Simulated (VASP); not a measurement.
# MgSe (Fm-3m) in VASP: single point with HSE06

Aim: the single point of MgSe with HSE06.

All numbers are computed with VASP 6.6.1; they aren't measurements. Logs are shortened: lines on timing, memory, paths and dates and some standing lists are left out, and cuts for length are marked.

### 1 The cell of the first run

Symmetry: Fm-3m, No. 225, cubic system. Conventional cell: a = 5.450 Å, b = 5.450 Å, c = 5.450 Å, α = 90.00°, β = 90.00°, γ = 90.00°. Within 3.6 Å of Mg (site symmetry m-3m) lie 6 Se at 2.72 Å. Within 3.6 Å of Se (site symmetry m-3m) lie 6 Mg at 2.72 Å.

### 2 Single point, HSE06

POSCAR

```
MgSe
1.0
    0.0000000000      2.7248740000      2.7248740000
    2.7248740000      0.0000000000      2.7248740000
    2.7248740000      2.7248740000      0.0000000000
Mg Se
1 1
Direct
    0.0000000000      0.0000000000      0.0000000000
    0.5000000000      0.5000000000      0.5000000000
```

INCAR.step1

```
SYSTEM = MgSe
PREC = Accurate
ENCUT = 520
EDIFF = 1E-5
ISMEAR = -1
SIGMA = 0.05
LREAL = .False.
LASPH = .True.
NELM = 120
ALGO = Normal
ISIF = 2
LWAVE = .True.
LCHARG = .False.
NBANDS = 11
GGA = PE
GGA_COMPAT = .False.
```

INCAR.step2

```
SYSTEM = MgSe
PREC = Accurate
ENCUT = 520
EDIFF = 1E-6
ISMEAR = -1
SIGMA = 0.05
LREAL = .False.
LASPH = .True.
NELM = 120
ALGO = Normal
ISIF = 2
LWAVE = .False.
LCHARG = .False.
GGA = PE
LHFCALC = .True.
HFSCREEN = 0.2079
PRECFOCK = Normal
NBANDS = 11
ISTART = 1
GGA_COMPAT = .False.
```

KPOINTS

```
Automatic mesh
0
Gamma
  8 8 8
  0 0 0
```

Potentials or basis: VASP PAW PBE potentials, release 64 (Mg, Se).

Command:

```console
$ cat potpaw_PBE.64/Mg/POTCAR potpaw_PBE.64/Se/POTCAR > POTCAR
$ cp INCAR.step1 INCAR
$ mpirun -np 1 vasp_std > vasp.out
$ cp INCAR.step2 INCAR
$ mpirun -np 1 vasp_std > vasp.out
```

OUTCAR:

```text
SYSTEM = MgSe
   PREC = Accurate
   ENCUT = 520
   EDIFF = 1E-6
   ISMEAR = -1
   LREAL = .False.
   LASPH = .True.
   NELM = 120
   ISIF = 2
   GGA = PE
   LHFCALC = .True.
   HFSCREEN = 0.2079
   PRECFOCK = Normal
   ISTART = 1

 ion  position               nearest neighbor table
   1  0.000  0.000  0.000-   2 2.72   2 2.72   2 2.72   2 2.72   2 2.72   2 2.72
   2  0.500  0.500  0.500-   1 2.72   1 2.72   1 2.72   1 2.72   1 2.72   1 2.72

  LATTYP: Found a face centered cubic cell.
 ALAT       =     5.4497480000

  Lattice vectors:

 A1 = (   0.0000000000,   2.7248740000,   2.7248740000)
 A2 = (   2.7248740000,   0.0000000000,   2.7248740000)
 A3 = (   2.7248740000,   2.7248740000,   0.0000000000)

Analysis of symmetry for initial positions (statically):
=====================================================================
 Subroutine PRICEL returns:
 Original cell was already a primitive cell.

 Routine SETGRP: Setting up the symmetry group for a
 face centered cubic supercell.

 Subroutine GETGRP returns: Found 48 space group operations
 (whereof 48 operations were pure point group operations)
 out of a pool of 48 trial point group operations.

The static configuration has the point symmetry O_h .

Analysis of symmetry for dynamics (positions and initial velocities):
=====================================================================
 Subroutine PRICEL returns:
 Original cell was already a primitive cell.

 Routine SETGRP: Setting up the symmetry group for a
 face centered cubic supercell.

 Subroutine GETGRP returns: Found 48 space group operations
 (whereof 48 operations were pure point group operations)
 out of a pool of 48 trial point group operations.

The dynamic configuration has the point symmetry O_h .

 Subroutine INISYM returns: Found 48 space group operations
 (whereof 48 operations are pure point group operations),
 and found     1 'primitive' translations

----------------------------------------------------------------------------------------

                                     Primitive cell

  volume of cell :      40.4640

  direct lattice vectors                    reciprocal lattice vectors
     0.000000000  2.724874000  2.724874000    -0.183494723  0.183494723  0.183494723
     2.724874000  0.000000000  2.724874000     0.183494723 -0.183494723  0.183494723
     2.724874000  2.724874000  0.000000000     0.183494723  0.183494723 -0.183494723

  length of vectors
     3.853553767  3.853553767  3.853553767     0.317822183  0.317822183  0.317822183

  position of ions in fractional coordinates (direct lattice)
     0.000000000  0.000000000  0.000000000
     0.500000000  0.500000000  0.500000000

  ion indices of the primitive-cell ions
   primitive index   ion index
                 1           1
                 2           2

----------------------------------------------------------------------------------------

 KPOINTS: Automatic mesh

Automatic generation of k-mesh.
 Grid dimensions read from file:
 generate k-points for:    8    8    8

 Generating k-lattice:

  Cartesian coordinates                     Fractional coordinates (reciprocal lattice)
    -0.022936840  0.022936840  0.022936840     0.125000000  0.000000000  0.000000000
     0.022936840 -0.022936840  0.022936840     0.000000000  0.125000000  0.000000000
     0.022936840  0.022936840 -0.022936840     0.000000000  0.000000000  0.125000000

  Length of vectors
     0.039727773  0.039727773  0.039727773

  Shift w.r.t. Gamma in fractional coordinates (k-lattice)
     0.000000000  0.000000000  0.000000000

 Subroutine IBZKPT returns following result:
 ===========================================

 Found     29 irreducible k-points:

 Following reciprocal coordinates:
            Coordinates               Weight
  0.000000  0.000000  0.000000      1.000000
  0.125000  0.000000  0.000000      8.000000
  0.250000  0.000000  0.000000      8.000000
  0.375000  0.000000  0.000000      8.000000
  0.500000  0.000000  0.000000      4.000000
  0.125000  0.125000  0.000000      6.000000
[... 16 lines left out ...]
  0.500000  0.250000  0.125000     48.000000
 -0.375000  0.250000  0.125000     24.000000
 [... further k-points ...]
   k-points           NKPTS =     29   k-points in BZ     NKDIM =    512   number of bands    NBANDS=     11
   number of dos      NEDOS =    301   number of ions     NIONS =      2
   total plane-waves  NPLWV =  27000
   dimension x,y,z NGX =    30 NGY =   30 NGZ =   30
   dimension x,y,z NGXF=    60 NGYF=   60 NGZF=   60
   ions per type =               1   1
   NGX,Y,Z   is equivalent  to a cutoff of  12.94, 12.94, 12.94 a.u.
   NGXF,Y,Z  is equivalent  to a cutoff of  25.88, 25.88, 25.88 a.u.
 SYSTEM =  MgSe
   PREC   = accura    normal or accurate (medium, high low for compatibility)
   ISTART =      1    job   : 0-new  1-cont  2-samecut
   ICHARG =      0    charge: 1-file 2-atom 10-const
   ISPIN  =      1    spin polarized calculation?
   LNONCOLLINEAR =      F non collinear calculations
   LSORBIT =      F    spin-orbit coupling
   LASPH  =      T    aspherical Exc in radial PAW
   ENCUT  =  520.0 eV  38.22 Ry    6.18 a.u.   7.17  7.17  7.17*2*pi/ulx,y,z
   NELM   =    120;   NELMIN=  2; NELMDL=  0     # of ELM steps
   EDIFF  = 0.1E-05   stopping-criterion for ELM
   LREAL  =      F    real-space projection
   EDIFFG = 0.1E-04   stopping-criterion for IOM
   NSW    =      0    number of steps for IOM
   IBRION =     -1    ionic relax: 0-MD 1-quasi-New 2-CG
   NFREE  =      0    steps in history (QN), initial steepest desc. (CG)
   ISIF   =      2    stress and relaxation
   ISYM   =      3    0-nonsym 1-usesym 2-fastsym
   POTIM  = 0.5000    time-step for ionic-motion
   TEBEG  =    0.0;   TEEND  =   0.0 temperature during run
   PSTRESS=    0.0 pullay stress
   NELECT =       8.0000    total number of electrons
   NUPDOWN=      -1.0000    fix difference up-down
   EMIN   =  10.00;   EMAX   =-10.00  energy-range for DOS
   EFERMI =   0.00;   METHOD = LEGACY
   ISMEAR =    -1;   SIGMA  =   0.05  broadening in eV -4-tet -1-fermi 0-gaus
   EFERMI_NEDOS =   21; number of points for ismear=-14 and -15
   IALGO  =     38    algorithm
   IMIX   =      1    mixing-type and parameters
     AMIX     =   0.40;   BMIX     =  1.00
     AMIX_MAG =   1.60;   BMIX_MAG =  1.00
  volume/ion in A,a.u.               =      20.23       136.53
  Fermi-wavevector in a.u.,A,eV,Ry     =   0.953707  1.802245 12.375281  0.909557
  Thomas-Fermi vector in A             =   2.082387
   LORBIT       =      0    0 simple, 1 ext, 2 COOP (PROOUT), +10 PAW based schemes
   GGA     = PE    functional components
   LHFCALC =     T    Hartree Fock is set to
   PRECFOCK=normal    Normal, Fast or Accurate (Low or Medium for compatibility)
   ENCUT4O =  -1.0   cutoff for four orbital integrals eV
   NKREDX  =     1    reduce k-point grid by
   NKREDY  =     1    reduce k-point grid by
   NKREDZ  =     1    reduce k-point grid by
   AEXX    =    0.2500 exact exchange contribution
   HFSCREEN=    0.2079 screening length (either q_TF or 0.3 A-1)
   HFSCREENC=   0.2079 screening length for correlation (either q_TF or 0.3 A-1)
   ENCUTFOCK=  -1.0 apply spherical cutoff to Coloumb kernel
   IVDW    =     0    specifies the selected vdW correction
   LEPSILON=     F    determine dielectric tensor
   LRPA    =     F    only Hartree local field effects (RPA)
 non-spin polarized calculation
  energy-cutoff  :      520.00
  volume of cell :       40.46
 maximum number of plane-waves:      1106
 NGX is ok and might be reduce to    30
  NGX = 24; NGY = 24; NGZ = 24

 number of electron       8.0000001 magnetization

 Free energy of the ion-electron system (eV)
  ---------------------------------------------------
  ext. energy  EPLUGINS =         0.00000000
  ---------------------------------------------------
  free energy    TOTEN  =        -8.76950847 eV

  energy without entropy =       -8.76950847  energy(sigma->0) =       -8.76950847

 E-fermi :   3.7050     XC(G=0):  -7.8972

 val. band max:        2.6363870457   @ k =   0.0000   0.0000   0.0000
 cond. band min:       5.2852160886   @ k =   0.5000   0.5000   0.0000
 fundamental gap:      2.6488290428
 Fermi energy:         3.7050243823

 k-point     1 :       0.0000    0.0000    0.0000
  band No.  band energies     occupation
      1     -11.5373      2.00000
      2       2.6364      2.00000
      3       2.6364      2.00000
      4       2.6364      2.00000
      5       6.2228      0.00000
      6      11.0704      0.00000
      7      11.0704      0.00000
      8      11.0704      0.00000
      9      13.7904      0.00000
     10      13.7904      0.00000
     11      14.7275      0.00000

 k-point     2 :       0.1250    0.0000    0.0000
  band No.  band energies     occupation
      1     -11.3891      2.00000
      2       1.3848      2.00000
      3       2.5273      2.00000
      4       2.5273      2.00000
      5       7.1816      0.00000
      6      10.7536      0.00000
      7      11.3173      0.00000
      8      11.3173      0.00000
      9      12.7675      0.00000
     10      12.7675      0.00000
     11      14.7132      0.00000

 k-point     3 :       0.2500    0.0000    0.0000
  band No.  band energies     occupation
      1     -10.9910      2.00000
      2      -0.5892      2.00000
      3       2.2895      2.00000
      4       2.2895      2.00000
      5       7.7292      0.00000
      6      10.7672      0.00000
      7      10.7672      0.00000
      8      11.5582      0.00000
      9      13.3807      0.00000
     10      13.3807      0.00000
     11      13.8929      0.00000

 k-point     4 :       0.3750    0.0000    0.0000
  band No.  band energies     occupation
      1     -10.5130      2.00000
      2      -2.1481      2.00000
      3       2.0803      2.00000
      4       2.0803      2.00000
      5       7.5019      0.00000
      6      10.0181      0.00000
      7      10.0181      0.00000
      8      12.6531      0.00000
      9      14.1799      0.00000
     10      15.3995      0.00000
     11      15.3995      0.00000

 k-point     5 :       0.5000    0.0000    0.0000
  band No.  band energies     occupation
      1     -10.2801      2.00000
      2      -2.7572      2.00000
      3       2.0004      2.00000
      4       2.0004      2.00000
      5       7.3752      0.00000
      6       9.7495      0.00000
      7       9.7495      0.00000
      8      12.5595      0.00000
      9      15.4026      0.00000
     10      17.8700      0.00000
     11      17.8700      0.00000
[... 211 lines left out ...]
 k-point    21 :       0.5000    0.5000    0.0000
  band No.  band energies     occupation
      1      -9.9135      2.00000
      2      -2.0289      2.00000
      3       0.6873      2.00000
      4       0.6873      2.00000
      5       5.2852      0.00000
      6       7.4334      0.00000
      7      15.7861      0.00000
      8      16.2473      0.00000
      9      16.2473      0.00000
     10      16.6047      0.00000
     11      19.9420      0.00000

 k-point    22 :       0.3750    0.2500    0.1250
  band No.  band energies     occupation
      1     -10.6800      2.00000
      2      -0.8688      2.00000
      3       0.9730      2.00000
      4       1.8815      2.00000
      5       8.5246      0.00000
      6       9.6186      0.00000
      7       9.9904      0.00000
      8      12.2560      0.00000
      9      13.3424      0.00000
     10      16.4154      0.00000
     11      16.9161      0.00000

 k-point    23 :       0.5000    0.2500    0.1250
  band No.  band energies     occupation
      1     -10.2775      2.00000
      2      -1.7700      2.00000
      3       0.3848      2.00000
      4       1.5210      2.00000
      5       8.3876      0.00000
      6       9.3500      0.00000
      7      10.9310      0.00000
      8      12.1362      0.00000
      9      14.8357      0.00000
     10      16.6307      0.00000
     11      17.4409      0.00000

 k-point    24 :      -0.3750    0.2500    0.1250
  band No.  band energies     occupation
      1     -10.0880      2.00000
      2      -2.1815      2.00000
      3       0.2331      2.00000
      4       1.3309      2.00000
      5       8.3556      0.00000
      6       9.0464      0.00000
      7      11.5217      0.00000
      8      12.9061      0.00000
      9      14.9583      0.00000
     10      15.7498      0.00000
     11      18.0823      0.00000

 [... further k-points ...]
[... 5 lines left out ...]
  --------------------------------------------------------------------------------------
  -------------------------------------------------------------------------------------
  Total        0.0623737      0.0623737      0.0623737     -0.0000000      0.0000000     -0.0000000
  in kB        2.4696911      2.4696911      2.4696911     -0.0000000      0.0000000     -0.0000000
  external PRESSURE =       2.4696911 kB  Pullay stress =       0.0000000 kB

 VOLUME and BASIS-vectors are now :
 -----------------------------------------------------------------------------
  energy-cutoff  :      520.00
  volume of cell :       40.46
      direct lattice vectors                 reciprocal lattice vectors
     0.000000000  2.724874000  2.724874000    -0.183494723  0.183494723  0.183494723
     2.724874000  0.000000000  2.724874000     0.183494723 -0.183494723  0.183494723
     2.724874000  2.724874000  0.000000000     0.183494723  0.183494723 -0.183494723

 POSITION                                       TOTAL-FORCE (eV/Angst)
 -----------------------------------------------------------------------------------
      0.00000      0.00000      0.00000        -0.000000      0.000000      0.000000
      2.72487      2.72487      2.72487         0.000000     -0.000000     -0.000000
 -----------------------------------------------------------------------------------
    total drift:                                0.000175      0.000261      0.000263

  FREE ENERGIE OF THE ION-ELECTRON SYSTEM (eV)
  ---------------------------------------------------
  free  energy   TOTEN  =        -8.7695084700 eV

  energy  without entropy=       -8.7695084700  energy(sigma->0) =       -8.76950847
```

Wall time 1.6 h (1 thread of AMD EPYC 7R43 (Zen 3), shared host); peak memory 0.29 GiB.

Results:

| Property | Result |
| --- | --- |
| Free energy | -8.7695 eV |
| Pressure | 0.2 GPa |
| Band gap on the k mesh | 2.65 eV (least direct gap 3.59 eV) |

Caveat: the PAW data sets were made with another functional, which shifts forces and pressure a little. A k mesh can miss the band edges.
